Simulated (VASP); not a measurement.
# Pd (Fm-3m) in VASP: further runs, part 2 of 2

VASP 6.6.1. The steps go on from the part before.

## (3) Relaxation of cell and atoms, PBEsol

INCAR reads:

```
  PREC = Accurate
  ENCUT = 600
  EDIFF = 1E-6
  ISMEAR = 0
  SIGMA = 0.1
  LREAL = False
  LASPH = True
  NELM = 60
  ALGO = Normal
  ISIF = 3
  LWAVE = False
  LCHARG = False
  GGA = PS
  IBRION = 2
  NSW = 80
  EDIFFG = -0.05
```

KPOINTS reads:

```
regular mesh
0
Gamma
  8 8 8
```

POSCAR reads:

```
Pd
1.0
    0.0000000000      1.9881792682      1.9881792682
    1.9881792682      0.0000000000      1.9881792682
    1.9881792682      1.9881792682      0.0000000000
Pd
1
Direct
    0.0000000000      0.0000000000      0.0000000000
```

Potentials or basis: VASP PAW PBE potentials, release 64 (Pd).

On the command line:

```sh
$ cat potpaw_PBE.64/Pd/POTCAR > POTCAR
$ mpirun -np 1 vasp_std > vasp.out
```

OUTCAR:

```text
PREC = Accurate
   ENCUT = 600
   EDIFF = 1E-6
   ISMEAR = 0
   LREAL = False
   LASPH = True
   NELM = 60
   ISIF = 3
   GGA = PS
   IBRION = 2
   NSW = 80
   EDIFFG = -0.05

 ion  position               nearest neighbor table
   1  0.000  0.000  0.000-

  LATTYP: Found a face centered cubic cell.
 ALAT       =     3.9763585364

  Lattice vectors:

 A1 = (   0.0000000000,   1.9881792682,   1.9881792682)
 A2 = (   1.9881792682,   0.0000000000,   1.9881792682)
 A3 = (   1.9881792682,   1.9881792682,   0.0000000000)

Analysis of symmetry for initial positions (statically):
=====================================================================
 Subroutine PRICEL returns:
 Original cell was already a primitive cell.

 Routine SETGRP: Setting up the symmetry group for a
 face centered cubic supercell.

 Subroutine GETGRP returns: Found 48 space group operations
 (whereof 48 operations were pure point group operations)
 out of a pool of 48 trial point group operations.

The static configuration has the point symmetry O_h .

Analysis of symmetry for dynamics (positions and initial velocities):
=====================================================================
 Subroutine PRICEL returns:
 Original cell was already a primitive cell.

 Routine SETGRP: Setting up the symmetry group for a
[... 161 lines left out ...]
  -------------------------------------------------------------------------------------
  Total       -1.2063729     -1.2063729     -1.2063729      0.0000000      0.0000000      0.0000000
  in kB     -122.9689655   -122.9689655   -122.9689655      0.0000000      0.0000000      0.0000000
  external PRESSURE =    -122.9689655 kB  Pullay stress =       0.0000000 kB
[... 22 lines left out ...]
--------------------------------------- Ionic step        2  -------------------------------------------

 number of electron       9.9999998 magnetization

 E-fermi :  11.8475     XC(G=0): -14.1093

 val. band max:       11.8077922201   @ k =  -0.3750   0.3750   0.1250
 cond. band min:      11.8686346977   @ k =   0.3750   0.1250   0.0000
 fundamental gap:      0.0608424776
 Fermi energy:        11.8475173313

 k-point     1 :       0.0000    0.0000    0.0000
  band No.  band energies     occupation
      1       3.5370      2.00000
      2       8.3230      2.00000
      3       8.3230      2.00000
      4       8.3230      2.00000
      5      10.2922      2.00000
      6      10.2922      2.00000
      7      28.8310      0.00000
      8      34.2750      0.00000
      9      34.2750      0.00000
[... 312 lines left out ...]
 number of electron       9.9999999 magnetization

 number of electron      10.0000000 magnetization

 Free energy of the ion-electron system (eV)
  ---------------------------------------------------
  ext. energy  EPLUGINS =         0.00000000
  ---------------------------------------------------
  free energy    TOTEN  =        -5.94191606 eV

  energy without entropy =       -5.92953044  energy(sigma->0) =       -5.93572325

 E-fermi :   9.8756     XC(G=0): -13.4276

 val. band max:        9.8308542834   @ k =  -0.3750   0.3750   0.1250
 cond. band min:       9.8812815408   @ k =   0.5000   0.2500   0.0000
 fundamental gap:      0.0504272574
 Fermi energy:         9.8756287327

 k-point     1 :       0.0000    0.0000    0.0000
  band No.  band energies     occupation
      1       2.4594      2.00000
      2       6.9086      2.00000
      3       6.9086      2.00000
      4       6.9086      2.00000
      5       8.5608      2.00000
      6       8.5608      2.00000
      7      26.8987      0.00000
      8      31.7117      0.00000
      9      31.7117      0.00000
[... 304 lines left out ...]
  FREE ENERGIE OF THE ION-ELECTRON SYSTEM (eV)
  ---------------------------------------------------
  free  energy   TOTEN  =        -5.9419160579 eV

  energy  without entropy=       -5.9295304362  energy(sigma->0) =       -5.93572325

 reached required accuracy - stopping structural energy minimisation
```

Wall time 31 s (1 thread of AMD EPYC 7R13, shared host); peak memory 0.12 GiB.

What came out:

| Property | Result |
| --- | --- |
| Free energy | -5.9419 eV |
| Relaxed volume | 14.62 Å³/atom |
| Relaxed cell | a = 2.745 Å, b = 2.745 Å, c = 2.745 Å, α = 60.00°, β = 60.00°, γ = 60.00° |
| Space group after relaxing (to 0.05 Å) | Fm-3m (No. 225) |
| Energy gained by relaxing | 46.7 meV/atom |
| Ionic steps | 3 |
| Pressure after relaxing | -0.4 GPa |
| Band gap on the k mesh | zero (band 5 reaches 10.11 eV, above the bottom of band 6 at 8.49 eV) |

The path:
| step | energy change (eV) | largest force (eV/Å) | pressure (GPa) | volume (Å³) |
| --- | --- | --- | --- | --- |
| 1 | 0.0000 | 0.0000 | -12.30 | 15.72 |
| 2 | 0.0695 | 0.0000 | 28.45 | 13.13 |
| 3 | -0.0467 | 0.0000 | -0.41 | 14.62 |

Final structure:
```yaml
crystal:
  lattice:
    - [0.00000, 1.94092, 1.94092]
    - [1.94092, 0.00000, 1.94092]
    - [1.94092, 1.94092, 0.00000]
  atoms:
    - { symbol: Pd, position: [0.00000, 0.00000, 0.00000] }
```

Levels at points of the mesh, in eV from the Fermi level:
| k point | band 2 | band 3 | band 4 | band 5 | band 6 | band 7 | band 8 | band 9 |
| --- | --- | --- | --- | --- | --- | --- | --- | --- |
| (0.00, 0.00, 0.00) | -2.97 | -2.97 | -2.97 | -1.31 | -1.31 | 17.02 | 21.84 | 21.84 |
| (0.50, 0.00, 0.00) | -3.02 | -3.02 | -0.09 | -0.09 | 0.79 | 7.25 | 16.37 | 20.99 |
| (0.50, 0.50, 0.00) | -5.29 | -0.11 | 0.24 | 0.24 | 3.15 | 10.71 | 13.05 | 13.05 |

Caveat: the PAW data sets were made with another functional, which shifts forces and pressure a little.

## (4) Single point, PBEsol

This run uses another cell than the first one, of 14.55 Å³/atom, 0.925 times its volume.

INCAR reads:

```
SYSTEM = Pd
PREC = Accurate
ENCUT = 520
EDIFF = 1E-7
ISMEAR = 0
SIGMA = 0.1
LREAL = .False.
LASPH = .True.
NELM = 100
ALGO = Normal
ISIF = 2
LWAVE = .False.
LCHARG = .False.
GGA = PS
NBANDS = 11
```

KPOINTS reads:

```
regular mesh
0
Gamma
  18 18 18
  0 0 0
```

POSCAR reads:

```
Pd
1.0
    0.0000000000      1.9375080438      1.9375080438
    1.9375080438      0.0000000000      1.9375080438
    1.9375080438      1.9375080438      0.0000000000
Pd
1
Direct
    0.0000000000      0.0000000000      0.0000000000
```

On the command line:

```sh
$ cat potpaw_PBE.64/Pd/POTCAR > POTCAR
$ mpirun -np 1 vasp_std > vasp.out
```

Run time: 52 s. Hardware: 1 thread of AMD EPYC 7R13, shared host; peak memory 0.12 GiB.

The run converged. Its results:

| Item | Value |
| --- | --- |
| Free energy | -5.9695 eV |
| Pressure | -0.3 GPa |
| Band gap on the k mesh | zero (band 5 reaches 10.16 eV, above the bottom of band 6 at 8.54 eV) |

Levels at points of the mesh, in eV from the Fermi level:
```tsv
k point	band 1	band 2	band 3	band 4	band 5	band 6	band 7	band 8	band 9	band 10
(0.00, 0.00, 0.00)	-7.35	-2.92	-2.92	-2.92	-1.25	-1.25	17.13	21.98	21.98	21.98
(0.50, 0.00, 0.00)	-5.46	-2.97	-2.97	-0.02	-0.02	0.89	7.37	16.49	21.14	21.14
(0.50, 0.50, 0.00)	-5.55	-5.25	-0.04	0.30	0.30	3.25	10.86	13.18	13.18	21.68
```

Caveat: the PAW data sets were made with another functional, which shifts forces and pressure a little.

## (5) Overview

```csv
task,cell,k mesh,cutoff (eV),gap on the mesh (eV),pressure (GPa)
single point,"a = 2.812 Å, angles 60.0°, 1 atom",8 × 8 × 8,520,none,-12.3
relaxation of cell and atoms,"relaxed from a = 2.812 Å, angles 60.0°, 1 atom",8 × 8 × 8,600,none,-0.4
single point,"a = 2.740 Å, angles 60.0°, 1 atom",18 × 18 × 18,520,none,-0.3
```

Alike in all rows: level PBEsol; potentials or basis VASP PAW PBE potentials, release 64 (Pd); no spin polarisation; smearing gaussian 0.1 eV.

Caveats: the PAW data sets were made with another functional, which shifts forces and pressure a little.

Total energies depend on the potentials used, so only differences within one code and one set of settings carry meaning.
